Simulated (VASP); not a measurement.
Input of a VASP 6.6.1 run:

Contents of INCAR:

```
PREC = Accurate ; ENCUT = 520
EDIFF = 1E-6 ; ISMEAR = 0
SIGMA = 0.1 ; LREAL = False
LASPH = True ; NELM = 80
ALGO = Fast ; ISIF = 2
LWAVE = False ; LCHARG = False
GGA = PS ; NBANDS = 14
```

KPOINTS

```
regular mesh
0
Gamma
  16 16 14
```

POSCAR

```
AlNi
1.0
    2.0413425382     -2.0413644542      0.0000000000
    2.0413425382      2.0413644542      0.0000000000
    0.0000000000      0.0000000000      2.8978206469
Al Ni
1 1
Direct
    0.0000000000      0.0000000000      0.0000000000
    0.5000000000      0.5000000000      0.5000000000
```

Potentials or basis: VASP PAW PBE potentials, release 64 (Al, Ni).

The run is started by

```sh
$ cat potpaw_PBE.64/Al/POTCAR potpaw_PBE.64/Ni/POTCAR > POTCAR
$ mpirun -np 1 vasp_std > vasp.out
```

(1) What does it give for the pressure?

Answers

(1) -5.0 GPa.

Caveat: the PAW data sets were made with another functional, which shifts forces and pressure a little.
